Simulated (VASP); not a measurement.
HfO2:

```
CELL_PARAMETERS angstrom
3.55802 0.00000 0.00000
0.00000 3.55802 0.00000
0.00000 0.00000 5.17186
ATOMIC_POSITIONS crystal
Hf 0.50000 0.50000 0.50000
Hf 0.00000 0.00000 0.00000
O 0.00000 0.50000 0.69721
O 0.50000 0.00000 0.80279
O 0.50000 0.00000 0.30279
O 0.00000 0.50000 0.19721
```

| Property | Result |
| --- | --- |
| Program | VASP 6.6.1 |
| Task | relaxation of cell and atoms |
| Functional | PBE |
| Potentials or basis | VASP PAW PBE potentials, release 64 (Hf_pv, O) |
| Cutoff | 600 eV |
| k mesh | 6 × 6 × 4 |
| Occupations | gaussian, width 0.01 eV |
| Spin | no spin polarisation |

At the start: pressure 6.3 GPa; volume 10.91 Å³/atom.

Q: Where does the relaxation end?

A: Over 11 steps the energy falls by 5.3 meV/atom and the volume is 11.22 Å³/atom (+2.8 %); space group P4_2/nmc (No. 137, to 0.1 Å) before and after.

Step by step:
| step | energy change (eV) | largest force (eV/Å) | pressure (GPa) | volume (Å³) |
| --- | --- | --- | --- | --- |
| 1 | 0.0000 | 0.0978 | 6.26 | 65.47 |
| 2 | 0.0416 | 0.2384 | -8.52 | 69.60 |
| 3 | -0.0305 | 0.0430 | -0.09 | 67.06 |
| 4 | -0.0305 | 0.0402 | 0.11 | 67.03 |
| 5 | -0.0309 | 0.0367 | 0.10 | 67.06 |
| 6 | -0.0314 | 0.0249 | 0.09 | 67.15 |
| 7 | -0.0309 | 0.0017 | 0.07 | 67.35 |
| 8 | -0.0315 | 0.0191 | 0.08 | 67.20 |
| 9 | -0.0317 | 0.0093 | -0.05 | 67.27 |
| 10 | -0.0318 | 0.0020 | -0.15 | 67.31 |
| 11 | -0.0318 | 0.0042 | -0.12 | 67.30 |

Final structure:
```yaml
crystal:
  lattice:
    - [3.58819, 0.00000, 0.00000]
    - [0.00000, 3.58819, 0.00000]
    - [0.00000, 0.00000, 5.22693]
  atoms:
    - { symbol: Hf, position: [0.50000, 0.50000, 0.50000] }
    - { symbol: Hf, position: [0.00000, 0.00000, 0.00000] }
    - { symbol: O, position: [0.00000, 0.50000, 0.69512] }
    - { symbol: O, position: [0.50000, 0.00000, 0.80488] }
    - { symbol: O, position: [0.50000, 0.00000, 0.30488] }
    - { symbol: O, position: [0.00000, 0.50000, 0.19512] }
```
